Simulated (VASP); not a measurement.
# Ir4Pt in VASP: further runs

Runs on Ir4Pt. Level: LDA. Tasks: single point.

All numbers are computed with VASP 6.6.1; they aren't measurements. Logs are shortened: lines on timing, memory, paths and dates and some standing lists are left out, and cuts for length are marked.

**1. The cell of the first run**

The cell holds a slab with vacuum, 5 atoms: a = 2.695 Å, b = 2.695 Å, c = 24.803 Å, α = 90.00°, β = 90.00°, γ = 120.00°.

**2. Single point, LDA**

INCAR

```
SYSTEM = Ir4Pt
ALGO = Normal
DIPOL = 0.5 0.5 0.500
EDIFF = 1E-6
ENCUT = 520
IDIPOL = 3
ISIF = 2
ISMEAR = -1
LASPH = .True.
LCHARG = .False.
LDIPOL = .True.
LREAL = .False.
LWAVE = .False.
NBANDS = 31
NELM = 100
PREC = Accurate
SIGMA = 0.08
```

KPOINTS

```
k-points
0
Gamma
  15 15 1
  0 0 0
```

POSCAR

```
Ir4Pt
1.0
    2.6954010160      0.0000000000      0.0000000000
   -1.3477005080      2.3342857532      0.0000000000
    0.0000000000      0.0000000000     24.8031000000
Ir Pt
4 1
Direct
    0.8333333333      0.1666666667      0.3246532189
    0.1666666667      0.8333333333      0.4114604757
    0.8333333333      0.1666666667      0.5885395247
    0.1666666667      0.8333333333      0.6753467814
    0.5000000000      0.5000000000      0.4999999993
```

Potentials or basis: VASP PAW LDA potentials, release 64 (Ir, Pt).

Launch:

```bash
> cat potpaw_LDA.64/Ir/POTCAR potpaw_LDA.64/Pt/POTCAR > POTCAR
> mpirun -np 1 vasp_std > vasp.out
```

OUTCAR:

```text
SYSTEM = Ir4Pt
   EDIFF = 1E-6
   ENCUT = 520
   ISIF = 2
   ISMEAR = -1
   LASPH = .True.
   LREAL = .False.
   NELM = 100
   PREC = Accurate

 ion  position               nearest neighbor table
   1  0.833  0.167  0.325-   2 2.66   2 2.66   2 2.66
   2  0.167  0.833  0.411-   1 2.66   1 2.66   1 2.66   5 2.69   5 2.69   5 2.69
   3  0.833  0.167  0.589-   4 2.66   4 2.66   4 2.66   5 2.69   5 2.69   5 2.69
   4  0.167  0.833  0.675-   3 2.66   3 2.66   3 2.66
   5  0.500  0.500  0.500-   2 2.69   2 2.69   2 2.69   3 2.69   3 2.69   3 2.69

  LATTYP: Found a hexagonal cell.
 ALAT       =     2.6954010160
 C/A-ratio  =     9.2020073647

  Lattice vectors:

 A1 = (   2.6954010160,   0.0000000000,   0.0000000000)
 A2 = (  -1.3477005080,   2.3342857532,   0.0000000000)
 A3 = (   0.0000000000,   0.0000000000,  24.8031000000)

Analysis of symmetry for initial positions (statically):
=====================================================================
 Subroutine PRICEL returns:
 Original cell was already a primitive cell.

 Routine SETGRP: Setting up the symmetry group for a
 hexagonal supercell.

 Subroutine GETGRP returns: Found 12 space group operations
 (whereof  4 operations were pure point group operations)
 out of a pool of 24 trial point group operations.

The static configuration has the point symmetry C_2h.
 The point group associated with its full space group is D_3d.

Analysis of symmetry for dynamics (positions and initial velocities):
=====================================================================
 Subroutine PRICEL returns:
 Original cell was already a primitive cell.

 Routine SETGRP: Setting up the symmetry group for a
 hexagonal supercell.

 Subroutine GETGRP returns: Found 12 space group operations
 (whereof  4 operations were pure point group operations)
 out of a pool of 24 trial point group operations.

The dynamic configuration has the point symmetry C_2h.
 The point group associated with its full space group is D_3d.

 Subroutine INISYM returns: Found 12 space group operations
 (whereof  4 operations are pure point group operations),
 and found     1 'primitive' translations

----------------------------------------------------------------------------------------

                                     Primitive cell

  volume of cell :     156.0570

  direct lattice vectors                    reciprocal lattice vectors
     2.695401016  0.000000000  0.000000000     0.371002309  0.214198283  0.000000000
    -1.347700508  2.334285753  0.000000000     0.000000000  0.428396566  0.000000000
     0.000000000  0.000000000 24.803100000     0.000000000  0.000000000  0.040317541

  length of vectors
     2.695401016  2.695401016 24.803100000     0.428396566  0.428396566  0.040317541

  position of ions in fractional coordinates (direct lattice)
     0.833333333  0.166666667  0.324653219
     0.166666667  0.833333333  0.411460476
     0.833333333  0.166666667  0.588539525
     0.166666667  0.833333333  0.675346781
     0.500000000  0.500000000  0.499999999

  ion indices of the primitive-cell ions
   primitive index   ion index
                 1           1
                 2           2
                 3           3
                 4           4
                 5           5

----------------------------------------------------------------------------------------

 KPOINTS: k-points

Automatic generation of k-mesh.
 Grid dimensions read from file:
 generate k-points for:   15   15    1

 Generating k-lattice:

  Cartesian coordinates                     Fractional coordinates (reciprocal lattice)
     0.024733487  0.014279886  0.000000000     0.066666667 -0.000000000  0.000000000
     0.000000000  0.028559771  0.000000000     0.000000000  0.066666667  0.000000000
     0.000000000  0.000000000  0.040317541     0.000000000  0.000000000  1.000000000

  Length of vectors
     0.028559771  0.028559771  0.040317541

  Shift w.r.t. Gamma in fractional coordinates (k-lattice)
     0.000000000  0.000000000  0.000000000

 Subroutine IBZKPT returns following result:
 ===========================================

 Found     27 irreducible k-points:

 Following reciprocal coordinates:
            Coordinates               Weight
  0.000000  0.000000  0.000000      1.000000
  0.066667 -0.000000  0.000000      6.000000
  0.133333  0.000000  0.000000      6.000000
  0.200000  0.000000  0.000000      6.000000
  0.266667  0.000000  0.000000      6.000000
  0.333333 -0.000000  0.000000      6.000000
[... 16 lines left out ...]
  0.333333  0.200000  0.000000     12.000000
  0.400000  0.200000  0.000000      6.000000
 [... further k-points ...]
   k-points           NKPTS =     27   k-points in BZ     NKDIM =     27   number of bands    NBANDS=     31
   number of dos      NEDOS =    301   number of ions     NIONS =      5
   total plane-waves  NPLWV =  76800
   dimension x,y,z NGX =    20 NGY =   20 NGZ =  192
   dimension x,y,z NGXF=    40 NGYF=   40 NGZF=  384
   ions per type =               4   1
   NGX,Y,Z   is equivalent  to a cutoff of  12.34, 12.34, 12.87 a.u.
   NGXF,Y,Z  is equivalent  to a cutoff of  24.67, 24.67, 25.74 a.u.
 SYSTEM =  Ir4Pt
   PREC   = accura    normal or accurate (medium, high low for compatibility)
   ISTART =      0    job   : 0-new  1-cont  2-samecut
   ICHARG =      2    charge: 1-file 2-atom 10-const
   ISPIN  =      1    spin polarized calculation?
   LNONCOLLINEAR =      F non collinear calculations
   LSORBIT =      F    spin-orbit coupling
   LASPH  =      T    aspherical Exc in radial PAW
   ENCUT  =  520.0 eV  38.22 Ry    6.18 a.u.   5.01  5.01 46.12*2*pi/ulx,y,z
   NELM   =    100;   NELMIN=  2; NELMDL= -5     # of ELM steps
   EDIFF  = 0.1E-05   stopping-criterion for ELM
   LREAL  =      F    real-space projection
   EDIFFG = 0.1E-04   stopping-criterion for IOM
   NSW    =      0    number of steps for IOM
   IBRION =     -1    ionic relax: 0-MD 1-quasi-New 2-CG
   NFREE  =      0    steps in history (QN), initial steepest desc. (CG)
   ISIF   =      2    stress and relaxation
   ISYM   =      2    0-nonsym 1-usesym 2-fastsym
   POTIM  = 0.5000    time-step for ionic-motion
   TEBEG  =    0.0;   TEEND  =   0.0 temperature during run
   PSTRESS=    0.0 pullay stress
   NELECT =      46.0000    total number of electrons
   NUPDOWN=      -1.0000    fix difference up-down
   EMIN   =  10.00;   EMAX   =-10.00  energy-range for DOS
   EFERMI =   0.00;   METHOD = LEGACY
   ISMEAR =    -1;   SIGMA  =   0.08  broadening in eV -4-tet -1-fermi 0-gaus
   EFERMI_NEDOS =   21; number of points for ismear=-14 and -15
   IALGO  =     38    algorithm
   IMIX   =      4    mixing-type and parameters
     AMIX     =   0.40;   BMIX     =  1.00
     AMIX_MAG =   1.60;   BMIX_MAG =  1.00
  volume/ion in A,a.u.               =      31.21       210.62
  Fermi-wavevector in a.u.,A,eV,Ry     =   1.089514  2.058884 16.150683  1.187042
  Thomas-Fermi vector in A             =   2.225719
   LORBIT       =      0    0 simple, 1 ext, 2 COOP (PROOUT), +10 PAW based schemes
   GGA     = CA    functional components
   LHFCALC =     F    Hartree Fock is set to
   AEXX    =    0.0000 exact exchange contribution
   IVDW    =     0    specifies the selected vdW correction
   LEPSILON=     F    determine dielectric tensor
   LRPA    =     F    only Hartree local field effects (RPA)
 non-spin polarized calculation
  energy-cutoff  :      520.00
  volume of cell :      156.06
 maximum number of plane-waves:      4257
 NGX is ok and might be reduce to    20
   NGX =  9   NGY =  9   NGZ = 93

 number of electron      45.9999998 magnetization

 dipolmoment           0.000000      0.000000      0.000000 electrons x Angstroem

 Free energy of the ion-electron system (eV)
  ---------------------------------------------------
  ext. energy  EPLUGINS =         0.00000000
  ---------------------------------------------------
  free energy    TOTEN  =       -46.43260164 eV

  energy without entropy =      -46.30336648  energy(sigma->0) =      -46.36798406

 E-fermi :   1.6786     XC(G=0):  -7.1626

 val. band max:        1.6708946420   @ k =   0.3333   0.2667   0.0000
 cond. band min:       1.6812250360   @ k =   0.4000   0.2000   0.0000
 fundamental gap:      0.0103303940
 Fermi energy:         1.6786360338

 k-point     1 :       0.0000    0.0000    0.0000
  band No.  band energies     occupation
      1      -9.3934      2.00000
      2      -8.2478      2.00000
      3      -7.1647      2.00000
      4      -6.4819      2.00000
      5      -6.3616      2.00000
      6      -3.0877      2.00000
[... 23 lines left out ...]
     30       2.3532      0.00044
     31       2.3532      0.00044

 k-point     2 :       0.0667   -0.0000    0.0000
  band No.  band energies     occupation
      1      -9.2190      2.00000
      2      -8.0760      2.00000
      3      -6.9923      2.00000
      4      -6.3116      2.00000
      5      -6.1833      2.00000
      6      -3.1984      2.00000
[... 23 lines left out ...]
     30       2.6640      0.00001
     31       3.3420      0.00000

 k-point     3 :       0.1333    0.0000    0.0000
  band No.  band energies     occupation
      1      -8.7201      2.00000
      2      -7.5967      2.00000
      3      -6.5182      2.00000
      4      -5.8480      2.00000
      5      -5.6947      2.00000
      6      -3.5717      2.00000
[... 23 lines left out ...]
     30       3.6433      0.00000
     31       4.6616      0.00000

 k-point     4 :       0.2000    0.0000    0.0000
  band No.  band energies     occupation
      1      -7.9818      2.00000
      2      -6.9397      2.00000
      3      -5.9352      2.00000
      4      -5.2965      2.00000
      5      -5.0678      2.00000
      6      -4.1236      2.00000
[... 635 lines left out ...]
     30       7.7274      0.00000
     31       9.6079      0.00000

 k-point    23 :       0.3333    0.2000    0.0000
  band No.  band energies     occupation
      1      -5.6353      2.00000
      2      -5.5653      2.00000
      3      -5.0047      2.00000
      4      -4.7291      2.00000
      5      -4.7091      2.00000
      6      -4.2259      2.00000
[... 23 lines left out ...]
     30       7.9786      0.00000
     31       8.9947      0.00000

 k-point    24 :       0.4000    0.2000    0.0000
  band No.  band energies     occupation
      1      -5.6913      2.00000
      2      -5.5610      2.00000
      3      -5.0254      2.00000
      4      -4.7743      2.00000
      5      -4.6528      2.00000
      6      -4.2215      2.00000
[... 23 lines left out ...]
     30       7.7647      0.00000
     31       8.5871      0.00000

 [... further k-points ...]

------------------------ aborting loop because EDIFF is reached ----------------------------------------

 vacuum level on the upper side and lower side of the slab       (xc-potential included)        -0.250        -0.250

  FORCE on cell =-STRESS in cart. coord.  units (eV):
  Direction    XX          YY          ZZ          XY          YZ          ZX
  --------------------------------------------------------------------------------------
  -------------------------------------------------------------------------------------
  Total       -1.1105375     -1.1105375      2.7545418      0.0000000      0.0000000      0.0000000
  in kB      -11.4014590    -11.4014590     28.2798155      0.0000000      0.0000000      0.0000000
  external PRESSURE =       1.8256325 kB  Pullay stress =       0.0000000 kB

 VOLUME and BASIS-vectors are now :
 -----------------------------------------------------------------------------
  energy-cutoff  :      520.00
  volume of cell :      156.06
      direct lattice vectors                 reciprocal lattice vectors
     2.695401016  0.000000000  0.000000000     0.371002309  0.214198283  0.000000000
    -1.347700508  2.334285753  0.000000000     0.000000000  0.428396566  0.000000000
     0.000000000  0.000000000 24.803100000     0.000000000  0.000000000  0.040317541

 POSITION                                       TOTAL-FORCE (eV/Angst)
 -----------------------------------------------------------------------------------
      2.02155      0.38905      8.05241        -0.000000     -0.000000      0.049192
     -0.67385      1.94524     10.20550        -0.000000     -0.000000     -0.734443
      2.02155      0.38905     14.59760         0.000000      0.000000      0.734443
     -0.67385      1.94524     16.75069         0.000000      0.000000     -0.049192
      0.67385      1.16714     12.40155         0.000000      0.000000     -0.000000
 -----------------------------------------------------------------------------------
    total drift:                               -0.000000      0.000000      0.000005

  FREE ENERGIE OF THE ION-ELECTRON SYSTEM (eV)
  ---------------------------------------------------
  free  energy   TOTEN  =       -46.4326016439 eV

  energy  without entropy=      -46.3033664750  energy(sigma->0) =      -46.36798406

 vacuum level on the upper side and lower side of the slab         7.301         7.301
```

Run time: 1.7 min. Hardware: 1 thread of Intel Xeon 6975P-C (Granite Rapids), shared host; peak memory 0.29 GiB.

Results:

```yaml
Free_energy: -46.4326 eV
Largest_force: 0.734 eV/Å
Band_gap_on_the_k_mesh: zero (bands 23 and 24 overlap by 2.18 eV)
```

Forces in eV/Å, atoms in the order of the input:
```
Ir   0.000  0.000  0.049
Ir   0.000  0.000 -0.734
Ir   0.000  0.000  0.734
Ir   0.000  0.000 -0.049
Pt   0.000  0.000  0.000
```

Caveat: spin-orbit coupling is left out, which moves the levels of the heavy elements.

**3. Single point, LDA**

INCAR

```
ALGO = Normal
DIPOL = 0.5 0.5 0.500
EDIFF = 1E-6
ENCUT = 520
GGA = CA
IDIPOL = 3
ISIF = 2
ISMEAR = -1
LASPH = T
LCHARG = T
LDIPOL = T
LELF = T
LREAL = F
LVACPOTAV = T
LVHAR = T
LWAVE = F
NBANDS = 31
NELM = 80
PREC = Accurate
SIGMA = 0.08
```

KPOINTS

```
k-points
0
Gamma
  15 15 1
```

POSCAR is that of step 2.

Potentials or basis: VASP PAW LDA potentials, release 64 (Ir, Pt).

Launch:

```bash
> cat potpaw_LDA.64/Ir/POTCAR potpaw_LDA.64/Pt/POTCAR > POTCAR
> mpirun -np 1 vasp_std > vasp.out
```

Wall time 1.9 min (1 thread of Intel Xeon 6975P-C (Granite Rapids), shared host); peak memory 0.29 GiB.

Results (log left out):

* Free energy: -46.4326 eV
* Largest force: 0.734 eV/Å
* Band gap on the k mesh: zero (bands 23 and 24 overlap by 2.18 eV)

Forces on the atoms (eV/Å):
```
Ir   0.000  0.000  0.049
Ir   0.000  0.000 -0.734
Ir   0.000  0.000  0.734
Ir   0.000  0.000 -0.049
Pt   0.000  0.000  0.000
```

Levels at points of the mesh, in eV from the Fermi level:
```tsv
k point	band 19	band 20	band 21	band 22	band 23	band 24	band 25	band 26	band 27	band 28
(0.00, 0.00, 0.00)	-2.82	-1.88	-1.88	-1.14	-1.14	-0.81	-0.81	-0.57	0.07	0.33
```

Caveat: spin-orbit coupling is left out, which moves the levels of the heavy elements.
